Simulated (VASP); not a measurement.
# BeTe: single point with PBE-based screened hybrid with 20 % exact exchange

The system is BeTe.

```
CELL_PARAMETERS angstrom
1.78700 -4.79745 0.00000
1.78700 4.79745 0.00000
0.00000 0.00000 3.56915
ATOMIC_POSITIONS crystal
Be 0.50000 0.50000 0.50000
Te 0.00000 0.00000 0.00000
```

- Program: VASP 6.6.1
- Task: single point
- Functional: PBE-based screened hybrid with 20 % exact exchange
- Potentials or basis: VASP PAW PBE potentials, release 64 (Be, Te)
- Cutoff: 520 eV
- k mesh: 4 × 4 × 4
- Occupations: fermi-dirac, width 0.05 eV
- Spin: no spin polarisation
- Dipole correction: no
- Grid for exact exchange (PRECFOCK): Normal
- Share of exact exchange: 0.2
- Further INCAR settings: ALGO = Normal; EDIFF = 1e-07; NBANDS = 11
- Screening parameter: 0.2 1/Å

```yaml
Pressure: -0.7 GPa
Band_gap_on_the_k_mesh: zero (bands 4 and 5 overlap by 1.35 eV)
```

Stress tensor (GPa, compression positive):
```
-0.83  0.00  0.00
 0.00 -0.13  0.00
 0.00  0.00 -1.22
```

Levels at points of the mesh, in eV from the Fermi level:
```tsv
k point	band 1	band 2	band 3	band 4	band 5	band 6	band 7	band 8	band 9
(0.00, 0.00, 0.00)	-14.05	-3.63	-2.37	-2.34	1.64	3.14	4.75	5.74	9.33
(0.50, 0.00, 0.00)	-12.75	-7.50	-2.38	0.16	1.03	2.83	4.01	6.07	7.21
(0.50, 0.50, 0.00)	-13.97	-4.72	-2.40	-2.31	2.02	4.75	5.58	7.69	9.09
(0.00, 0.00, 0.50)	-12.77	-7.56	-1.89	0.17	1.85	2.82	4.03	5.36	5.39
(0.50, 0.00, 0.50)	-11.25	-6.25	-6.23	-1.86	-1.17	2.96	5.18	5.31	9.93
(0.50, 0.50, 0.50)	-12.70	-7.44	-2.79	0.11	0.50	2.76	3.94	6.31	9.68
```

Wall time 5.3 min on 1 thread of Intel(R) Xeon(R) 6975P-C (Granite Rapids), on a shared host, peak memory 0.3 GiB.

Caveat: the k points lie up to 0.47 Å⁻¹ apart, too coarse for converged energies and pressures of a metal; the PAW data sets were made with another functional, which shifts forces and pressure a little; spin-orbit coupling is left out, which moves the levels of the heavy elements.
